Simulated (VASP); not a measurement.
# Ca (Ia-3) in VASP: relaxation of cell and atoms with PBE

Aim: the relaxation of cell and atoms of Ca with PBE.

Everything below comes from runs of VASP 6.6.1. Logs are shortened: lines on timing, memory, paths and dates and some standing lists are left out, and cuts for length are marked.

### 1 The cell of the first run

The structure is cubic, space group Ia-3 (No. 206). The conventional cell has a = 9.152 Å, b = 9.152 Å, c = 9.152 Å, α = 90.00°, β = 90.00°, γ = 90.00°. Within 4.3 Å of Ca (site symmetry 3) lie 4 Ca at 3.27 to 3.29 Å.

### 2 Relaxation of cell and atoms, PBE

File INCAR:

```
ALGO     = Normal         # electronic algorithm
EDIFF    = 1E-6           # SCF threshold, eV
EDIFFG   = -0.04          # ionic threshold
ENCUT    = 600            # plane-wave cutoff, eV
GGA      = PE             # functional
IBRION   = 2              # ionic algorithm
ISIF     = 3              # what is computed and relaxed
ISMEAR   = 0              # smearing method
LASPH    = True           # aspherical terms in the spheres
LCHARG   = False          # write CHGCAR
LREAL    = False          # projectors in reciprocal space
LWAVE    = False          # write WAVECAR
NELM     = 100            # most SCF steps
NSW      = 90             # ionic steps
PREC     = Accurate       # precision mode
SIGMA    = 0.1            # smearing width, eV
```

File KPOINTS:

```
k-points
0
Gamma
  4 4 4
```

File POSCAR:

```
Ca
1.0
   -4.5762153538      4.5762153538      4.5762153538
    4.5762153538     -4.5762153538      4.5762153538
    4.5762153538      4.5762153538     -4.5762153538
Ca
8
Direct
    0.2060000000      0.2060000000      0.2060000000
    0.5000000000      0.0000000000      0.2940000000
    0.2940000000      0.5000000000      0.0000000000
    0.0000000000      0.2940000000      0.5000000000
    0.7940000000      0.7940000000      0.7940000000
    0.5000000000      0.0000000000      0.7060000000
    0.7060000000      0.5000000000      0.0000000000
    0.0000000000      0.7060000000      0.5000000000
```

Potentials or basis: VASP PAW PBE potentials, release 64 (Ca_sv).

On the command line:

```bash
cat potpaw_PBE.64/Ca_sv/POTCAR > POTCAR
mpirun -np 1 vasp_std > vasp.out
```

OUTCAR:

```text
EDIFF = 1E-6
   EDIFFG = -0.04
   ENCUT = 600
   GGA = PE
   IBRION = 2
   ISIF = 3
   ISMEAR = 0
   LASPH = True
   LREAL = False
   NELM = 100
   NSW = 90
   PREC = Accurate

 ion  position               nearest neighbor table
   1  0.206  0.206  0.206-
   2  0.500  0.000  0.294-
   3  0.294  0.500  0.000-
   4  0.000  0.294  0.500-
   5  0.794  0.794  0.794-
   6  0.500  0.000  0.706-
   7  0.706  0.500  0.000-
   8  0.000  0.706  0.500-

  LATTYP: Found a body centered cubic cell.
 ALAT       =     9.1524307076

  Lattice vectors:

 A1 = (  -4.5762153538,   4.5762153538,   4.5762153538)
 A2 = (   4.5762153538,  -4.5762153538,   4.5762153538)
 A3 = (   4.5762153538,   4.5762153538,  -4.5762153538)

Analysis of symmetry for initial positions (statically):
=====================================================================
 Subroutine PRICEL returns:
 Original cell was already a primitive cell.

 Routine SETGRP: Setting up the symmetry group for a
 body centered cubic supercell.

 Subroutine GETGRP returns: Found 24 space group operations
 (whereof  6 operations were pure point group operations)
 out of a pool of 48 trial point group operations.

The static configuration has the point symmetry S_6 .
 The point group associated with its full space group is T_h .

Analysis of symmetry for dynamics (positions and initial velocities):
=====================================================================
 Subroutine PRICEL returns:
 Original cell was already a primitive cell.

 Routine SETGRP: Setting up the symmetry group for a
 body centered cubic supercell.

 Subroutine GETGRP returns: Found 24 space group operations
 (whereof  6 operations were pure point group operations)
 out of a pool of 48 trial point group operations.

The dynamic configuration has the point symmetry S_6 .
 The point group associated with its full space group is T_h .

 Subroutine INISYM returns: Found 24 space group operations
 (whereof  6 operations are pure point group operations),
 and found     1 'primitive' translations

----------------------------------------------------------------------------------------

                                     Primitive cell

  volume of cell :     383.3358

  direct lattice vectors                    reciprocal lattice vectors
    -4.576215354  4.576215354  4.576215354     0.000000000  0.109260592  0.109260592
     4.576215354 -4.576215354  4.576215354     0.109260592  0.000000000  0.109260592
     4.576215354  4.576215354 -4.576215354     0.109260592  0.109260592  0.000000000

  length of vectors
     7.926237499  7.926237499  7.926237499     0.154517811  0.154517811  0.154517811

  position of ions in fractional coordinates (direct lattice)
     0.206000000  0.206000000  0.206000000
     0.500000000  0.000000000  0.294000000
     0.294000000  0.500000000  0.000000000
     0.000000000  0.294000000  0.500000000
     0.794000000  0.794000000  0.794000000
     0.500000000  0.000000000  0.706000000
     0.706000000  0.500000000  0.000000000
     0.000000000  0.706000000  0.500000000

  ion indices of the primitive-cell ions
   primitive index   ion index
                 1           1
                 2           2
                 3           3
                 4           4
                 5           5
                 6           6
                 7           7
                 8           8

----------------------------------------------------------------------------------------

 KPOINTS: k-points

Automatic generation of k-mesh.
 Grid dimensions read from file:
 generate k-points for:    4    4    4

 Generating k-lattice:

  Cartesian coordinates                     Fractional coordinates (reciprocal lattice)
     0.000000000  0.027315148  0.027315148     0.250000000  0.000000000  0.000000000
     0.027315148  0.000000000  0.027315148     0.000000000  0.250000000  0.000000000
     0.027315148  0.027315148  0.000000000     0.000000000  0.000000000  0.250000000

  Length of vectors
     0.038629453  0.038629453  0.038629453

  Shift w.r.t. Gamma in fractional coordinates (k-lattice)
     0.000000000  0.000000000  0.000000000

 Subroutine IBZKPT returns following result:
 ===========================================

 Found      8 irreducible k-points:

 Following reciprocal coordinates:
            Coordinates               Weight
  0.000000  0.000000  0.000000      1.000000
  0.250000  0.000000  0.000000     12.000000
  0.500000  0.000000  0.000000      6.000000
  0.250000  0.250000  0.000000     24.000000
  0.250000  0.250000  0.250000      2.000000
 -0.250000  0.250000  0.250000      6.000000
  0.500000  0.500000  0.250000     12.000000
  0.500000  0.500000  0.500000      1.000000
   k-points           NKPTS =      8   k-points in BZ     NKDIM =      8   number of bands    NBANDS=     48
   number of dos      NEDOS =    301   number of ions     NIONS =      8
   total plane-waves  NPLWV = 262144
   dimension x,y,z NGX =    64 NGY =   64 NGZ =   64
   dimension x,y,z NGXF=   128 NGYF=  128 NGZF=  128
   ions per type =               8
   NGX,Y,Z   is equivalent  to a cutoff of  13.42, 13.42, 13.42 a.u.
   NGXF,Y,Z  is equivalent  to a cutoff of  26.85, 26.85, 26.85 a.u.
 SYSTEM =  unknown system
   PREC   = accura    normal or accurate (medium, high low for compatibility)
   ISTART =      0    job   : 0-new  1-cont  2-samecut
   ICHARG =      2    charge: 1-file 2-atom 10-const
   ISPIN  =      1    spin polarized calculation?
   LNONCOLLINEAR =      F non collinear calculations
   LSORBIT =      F    spin-orbit coupling
   LASPH  =      T    aspherical Exc in radial PAW
   ENCUT  =  600.0 eV  44.10 Ry    6.64 a.u.  15.83 15.83 15.83*2*pi/ulx,y,z
   NELM   =    100;   NELMIN=  2; NELMDL= -5     # of ELM steps
   EDIFF  = 0.1E-05   stopping-criterion for ELM
   LREAL  =      F    real-space projection
   EDIFFG = -.4E-01   stopping-criterion for IOM
   NSW    =     90    number of steps for IOM
   IBRION =      2    ionic relax: 0-MD 1-quasi-New 2-CG
   NFREE  =      1    steps in history (QN), initial steepest desc. (CG)
   ISIF   =      3    stress and relaxation
   ISYM   =      2    0-nonsym 1-usesym 2-fastsym
   POTIM  = 0.5000    time-step for ionic-motion
   TEBEG  =    0.0;   TEEND  =   0.0 temperature during run
   PSTRESS=    0.0 pullay stress
   NELECT =      80.0000    total number of electrons
   NUPDOWN=      -1.0000    fix difference up-down
   EMIN   =  10.00;   EMAX   =-10.00  energy-range for DOS
   EFERMI =   0.00;   METHOD = LEGACY
   ISMEAR =     0;   SIGMA  =   0.10  broadening in eV -4-tet -1-fermi 0-gaus
   EFERMI_NEDOS =   21; number of points for ismear=-14 and -15
   IALGO  =     38    algorithm
   IMIX   =      4    mixing-type and parameters
     AMIX     =   0.40;   BMIX     =  1.00
     AMIX_MAG =   1.60;   BMIX_MAG =  1.00
  volume/ion in A,a.u.               =      47.92       323.36
  Fermi-wavevector in a.u.,A,eV,Ry     =   0.971058  1.835033 12.829656  0.942953
  Thomas-Fermi vector in A             =   2.101244
   LORBIT       =      0    0 simple, 1 ext, 2 COOP (PROOUT), +10 PAW based schemes
   GGA     = PE    functional components
   LHFCALC =     F    Hartree Fock is set to
   AEXX    =    0.0000 exact exchange contribution
   IVDW    =     0    specifies the selected vdW correction
   LEPSILON=     F    determine dielectric tensor
   LRPA    =     F    only Hartree local field effects (RPA)
 conjugate gradient relaxation of ions
 non-spin polarized calculation
 Gauss-broadening in eV      SIGMA  =   0.10
  energy-cutoff  :      600.00
  volume of cell :      383.34
 maximum number of plane-waves:     12839
   NGX = 31   NGY = 31   NGZ = 31

--------------------------------------- Ionic step        1  -------------------------------------------

 number of electron      80.0000001 magnetization

 Free energy of the ion-electron system (eV)
  ---------------------------------------------------
  ext. energy  EPLUGINS =         0.00000000
  ---------------------------------------------------
  free energy    TOTEN  =        -8.58359994 eV

  energy without entropy =       -8.50323145  energy(sigma->0) =       -8.54341570

------------------------ aborting loop because EDIFF is reached ----------------------------------------

  FORCE on cell =-STRESS in cart. coord.  units (eV):
  Direction    XX          YY          ZZ          XY          YZ          ZX
  --------------------------------------------------------------------------------------
  -------------------------------------------------------------------------------------
  Total        2.5364512      2.5364512      2.5364512      0.0000000      0.0000000      0.0000000
  in kB       10.6012663     10.6012663     10.6012663      0.0000000      0.0000000      0.0000000
  external PRESSURE =      10.6012663 kB  Pullay stress =       0.0000000 kB
[... 107 lines left out ...]
  FREE ENERGIE OF THE ION-ELECTRON SYSTEM (eV)
  ---------------------------------------------------
  free  energy   TOTEN  =        -9.2110632257 eV

  energy  without entropy=       -9.1340805497  energy(sigma->0) =       -9.17257189

[... ionic steps 4 to 8 ...]

--------------------------------------- Ionic step        9  -------------------------------------------

 number of electron      79.9999998 magnetization

------------------------ aborting loop because EDIFF is reached ----------------------------------------

  FORCE on cell =-STRESS in cart. coord.  units (eV):
  Direction    XX          YY          ZZ          XY          YZ          ZX
  --------------------------------------------------------------------------------------
  -------------------------------------------------------------------------------------
  Total        0.7082884      0.7082884      0.7082884      0.0000000      0.0000000      0.0000000
  in kB        2.8926029      2.8926029      2.8926029      0.0000000      0.0000000      0.0000000
  external PRESSURE =       2.8926029 kB  Pullay stress =       0.0000000 kB
[... 69 lines left out ...]
  energy  without entropy=       -9.3563362106  energy(sigma->0) =       -9.39510146

--------------------------------------- Ionic step       11  -------------------------------------------

 number of electron      79.9999989 magnetization

 Free energy of the ion-electron system (eV)
  ---------------------------------------------------
  ext. energy  EPLUGINS =         0.00000000
  ---------------------------------------------------
  free energy    TOTEN  =        -9.44760885 eV

  energy without entropy =       -9.37073677  energy(sigma->0) =       -9.40917281

 E-fermi :   1.2143     XC(G=0):  -7.1477

 val. band max:        1.2095566939   @ k =   0.5000   0.0000   0.0000
 cond. band min:       1.2448857466   @ k =   0.2500   0.2500   0.0000
 fundamental gap:      0.0353290527
 Fermi energy:         1.2143341943

 k-point     1 :       0.0000    0.0000    0.0000
  band No.  band energies     occupation
      1     -41.4318      2.00000
      2     -41.4288      2.00000
      3     -41.3940      2.00000
      4     -41.3940      2.00000
      5     -41.3940      2.00000
      6     -41.3914      2.00000
[... 432 lines left out ...]
  FREE ENERGIE OF THE ION-ELECTRON SYSTEM (eV)
  ---------------------------------------------------
  free  energy   TOTEN  =        -9.4476088484 eV

  energy  without entropy=       -9.3707367654  energy(sigma->0) =       -9.40917281

 reached required accuracy - stopping structural energy minimisation
```

It took 37 min on 1 thread of Intel Xeon Platinum 8259CL at 2.50GHz (Skylake/Cascade Lake), shared host; peak memory 0.68 GiB.

Results:

- Free energy: -9.4476 eV
- Relaxed volume: 50.63 Å³/atom
- Relaxed cell: a = 8.073 Å, b = 8.073 Å, c = 8.073 Å, α = 109.47°, β = 109.47°, γ = 109.47°
- Space group after relaxing (to 0.1 Å): Ia-3d (No. 230)
- Energy gained by relaxing: 108.0 meV/atom
- Ionic steps: 11
- Pressure after relaxing: 0.1 GPa
- Largest force after relaxing: 0.008 eV/Å
- Band gap on the k mesh: zero (bands 40 and 41 overlap by 0.63 eV)

Forces on the atoms (eV/Å):
```
Ca  -0.005 -0.005 -0.005
Ca   0.005  0.005 -0.005
Ca  -0.005  0.005  0.005
Ca   0.005 -0.005  0.005
Ca   0.005  0.005  0.005
Ca  -0.005 -0.005  0.005
Ca   0.005 -0.005 -0.005
Ca  -0.005  0.005 -0.005
```

Step by step:
```
step  energy change (eV)  largest force (eV/Å)  pressure (GPa)  volume (Å³)
   1              0.0000                0.7373            1.06       383.34
   2             -0.2778                0.5605            0.63       401.20
   3             -0.6275                0.1993           -0.35       458.09
   4             -0.6289                0.1875           -0.39       461.05
   5             -0.6839                0.1770           -0.31       449.56
   6             -0.7959                0.1385            0.00       416.24
   7             -0.7120                0.0048            0.97       354.62
   8             -0.8162                0.1142            0.23       396.73
   9             -0.8167                0.1058            0.29       392.31
  10             -0.8503                0.0511            0.18       397.93
  11             -0.8640                0.0081            0.07       405.00
```

Final structure:
```
CELL_PARAMETERS angstrom
-4.66085 4.66085 4.66085
4.66085 -4.66085 4.66085
4.66085 4.66085 -4.66085
ATOMIC_POSITIONS crystal
Ca 0.25092 0.25092 0.25092
Ca 0.50000 0.00000 0.24908
Ca 0.24908 0.50000 0.00000
Ca 0.00000 0.24908 0.50000
Ca 0.74908 0.74908 0.74908
Ca 0.50000 0.00000 0.75092
Ca 0.75092 0.50000 0.00000
Ca 0.00000 0.75092 0.50000
```

Levels at points of the mesh, in eV from the Fermi level:
```
           k point  band 37  band 38  band 39  band 40  band 41  band 42  band 43  band 44
(0.00, 0.00, 0.00)    -0.40    -0.36    -0.36    -0.34    -0.34    -0.34    -0.26    -0.26
(0.50, 0.00, 0.00)    -0.81    -0.81     0.00     0.00     0.09     0.09     0.45     0.45
(0.50, 0.50, 0.50)    -1.78    -1.78     0.29     0.29     0.29     0.30     0.30     0.30
```

The gap in the log of VASP goes by the Fermi energy; the results here count the filled bands.